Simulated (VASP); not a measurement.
Write the native input for VASP 6.6.1 that does the following.

| Item | Value |
| --- | --- |
| Task | single point |
| Functional | LDA |
| Potentials or basis | VASP PAW LDA potentials, release 64 (In_d) |
| Cutoff | 520 eV |
| k mesh | 22 × 22 × 22 |
| Occupations | gaussian, width 0.15 eV |
| Spin | no spin polarisation |
| Dipole correction | no |
| Further INCAR settings | ALGO = Fast; EDIFF = 1e-06; NBANDS = 12 |

The structure of In lies in POSCAR:

```
In
1.0
   -1.5747625763      1.5747625763      2.5744218597
    1.5747625763     -1.5747625763      2.5744218597
    1.5747625763      1.5747625763     -2.5744218597
In
1
Direct
    0.0000000000      0.0000000000      0.0000000000
```

The input as run:

INCAR

```
ALGO     = Fast           # electronic algorithm
EDIFF    = 1E-6           # SCF threshold, eV
ENCUT    = 520            # plane-wave cutoff, eV
GGA      = CA             # functional
ISIF     = 2              # what is computed and relaxed
ISMEAR   = 0              # smearing method
LASPH    = True           # aspherical terms in the spheres
LCHARG   = False          # write CHGCAR
LREAL    = False          # projectors in reciprocal space
LWAVE    = False          # write WAVECAR
NBANDS   = 12             # bands
NELM     = 100            # most SCF steps
PREC     = Accurate       # precision mode
SIGMA    = 0.15           # smearing width, eV
```

KPOINTS

```
k-points
0
Gamma
  22 22 22
```

Potentials or basis: VASP PAW LDA potentials, release 64 (In_d).

Run with:

```sh
$ cat potpaw_LDA.64/In_d/POTCAR > POTCAR
$ mpirun -np 1 vasp_std > vasp.out
```

It gave:

The pressure is -1.6 GPa. The band gap on the k mesh is zero (an odd number of electrons rules out a gap without spin polarisation).

Caveat: spin-orbit coupling is left out, which moves the levels of the heavy elements.

It took 6.6 min on 1 thread of Intel(R) Xeon(R) Platinum 8259CL CPU @ 2.50GHz (Skylake/Cascade Lake) (shared host), peak memory 0.34 GiB.
